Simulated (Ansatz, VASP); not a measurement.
## Co in VASP and in Ansatz

File POSCAR:

```
Co
1.0
    0.0000000000      1.7917000000      1.7917000000
    1.7917000000      0.0000000000      1.7917000000
    1.7917000000      1.7917000000      0.0000000000
Co
1
Direct
    0.0000000000      0.0000000000      0.0000000000
```

INCAR.step1

```
PREC = Accurate
ENCUT = 520
ISMEAR = 0
SIGMA = 0.1
LREAL = False
LASPH = True
NELM = 150
ISPIN = 2
MAGMOM = 0.3
LMAXMIX = 4
NBANDS = 14
GGA = PE
ALGO = Normal
EDIFF = 1E-4
LWAVE = True
LCHARG = False
```

The input INCAR.step2:

```
PREC = Accurate
ENCUT = 520
EDIFF = 1E-7
ISMEAR = 0
SIGMA = 0.1
LREAL = False
LASPH = True
NELM = 150
ALGO = Normal
ISIF = 2
LWAVE = False
LCHARG = False
ISPIN = 2
MAGMOM = 0.3
LORBIT = 11
LMAXMIX = 4
METAGGA = R2SCAN
LMIXTAU = True
NBANDS = 14
ISTART = 1
```

KPOINTS

```
regular mesh
0
Gamma
  14 14 14
```

Input for Ansatz:

```yaml
crystal:
  lattice:
    - [0.0, 1.7917, 1.7917]
    - [1.7917, 0.0, 1.7917]
    - [1.7917, 1.7917, 0.0]
  atoms:
    - { symbol: Co, position: [0.0, 0.0, 0.0], spin: 0.3 }
magnetization:
  spin_polarized: true
hamiltonian:
  xc: r2scan
  pseudopotentials: { kind: paw }
basis:
  ecutwfc: 500
kpoints:
  mp_grid: { grid: [14, 14, 14] }
scf:
  occupations: { method: gaussian, width: 0.1 }
  lower_state_search: "off"
output:
  forces: true
  stress: true
```

Change from the starting cell: parallel moments scaled by 0.1, free total moment.

Alike in both runs: task single point; functional r2SCAN; k mesh 14 × 14 × 14; occupations gaussian, width 0.1 eV; collinear spin.

|  | VASP | Ansatz |
| --- | --- | --- |
| version | VASP 6.6.1 | Ansatz 0.2.0 |
| potentials or method | VASP PAW PBE potentials, release 64 (Co), cutoff 520 eV | PAW, plane waves, scalar-relativistic |
| valence electrons in the cell | 9 | 17 |

|  | VASP | Ansatz | Ansatz less VASP |
| --- | --- | --- | --- |
| pressure (GPa) | -29.0 | -11.3 | +17.66 |
| net moment per atom (μB) | 0.00 | 1.85 | +1.851 |
| size of the moment on the site where the two differ most (μB) | 0.00 | 1.96 | +1.963 |

The net moments are unlike, so the other rows may belong to different states. VASP's potentials were made for PBE, not for r2SCAN. Site moments also hang on the region over which each program counts them. VASP's potentials hold 9 valence electrons a cell and Ansatz's 17, so a difference there can come from the potentials and not from the codes. Ansatz's warnings: stability check not made.
